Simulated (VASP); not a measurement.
Write the native input for VASP 6.6.1 that does the following.

```yaml
Task: relaxation of cell and atoms
Functional: RPBE
Dispersion: D4
Potentials_or_basis: VASP PAW PBE potentials, release 64 (Pb_d, S)
Cutoff: 600 eV
k_mesh: 8 × 8 × 8
Occupations: fermi-dirac, width 0.05 eV
Spin: no spin polarisation
Dipole_correction: no
Further_INCAR_settings: ALGO = Normal; EDIFF = 1e-06; IBRION = 2; EDIFFG = -0.01; NSW = 60; ISIF = 3
```

The structure of PbS (Galena) lies in POSCAR:

```
PbS
1.0
    0.0000000000      2.9657500000      2.9657500000
    2.9657500000      0.0000000000      2.9657500000
    2.9657500000      2.9657500000      0.0000000000
Pb S
1 1
Direct
    0.0000000000      0.0000000000      0.0000000000
    0.5000000000      0.5000000000      0.5000000000
```

One way to write it, as run:

INCAR

```
SYSTEM = PbS
PREC     = Accurate       ! precision mode
ENCUT    = 600            ! plane-wave cutoff, eV
EDIFF    = 1E-6           ! SCF threshold, eV
ISMEAR   = -1             ! smearing method
SIGMA    = 0.05           ! smearing width, eV
LREAL    = .FALSE.        ! projectors in reciprocal space
LASPH    = .TRUE.         ! aspherical terms in the spheres
NELM     = 80             ! most SCF steps
ALGO     = Normal         ! electronic algorithm
ISIF     = 3              ! what is computed and relaxed
LWAVE    = .FALSE.        ! write WAVECAR
LCHARG   = .FALSE.        ! write CHGCAR
GGA      = RP             ! functional
IVDW     = 13             ! dispersion correction
IBRION   = 2              ! ionic algorithm
NSW      = 60             ! ionic steps
EDIFFG   = -0.01          ! ionic threshold
```

KPOINTS

```
Automatic mesh
0
G
  8 8 8
  0 0 0
```

Potentials or basis: VASP PAW PBE potentials, release 64 (Pb_d, S).

Launch:

```console
$ cat potpaw_PBE.64/Pb_d/POTCAR potpaw_PBE.64/S/POTCAR > POTCAR
$ mpirun -np 1 vasp_std > vasp.out
```

It gave:

- Relaxed volume: 26.21 Å³/atom
- Relaxed cell: a = 4.201 Å, b = 4.201 Å, c = 4.201 Å, α = 60.00°, β = 60.00°, γ = 60.00°
- Space group after relaxing (to 0.05 Å): Fm-3m (No. 225)
- Energy gained by relaxing: 0.1 meV/atom
- Ionic steps: 3
- Pressure after relaxing: 0.0 GPa
- Band gap on the k mesh: 0.48 eV, direct
- Dispersion energy per atom: -0.710 eV

Caveat: the PAW data sets were made with another functional, which shifts forces and pressure a little; spin-orbit coupling is left out, which moves the levels of the heavy elements.

Run time: 43 s on 1 thread of Intel(R) Xeon(R) Platinum 8488C (Sapphire Rapids), on a shared host, peak memory 0.21 GiB.
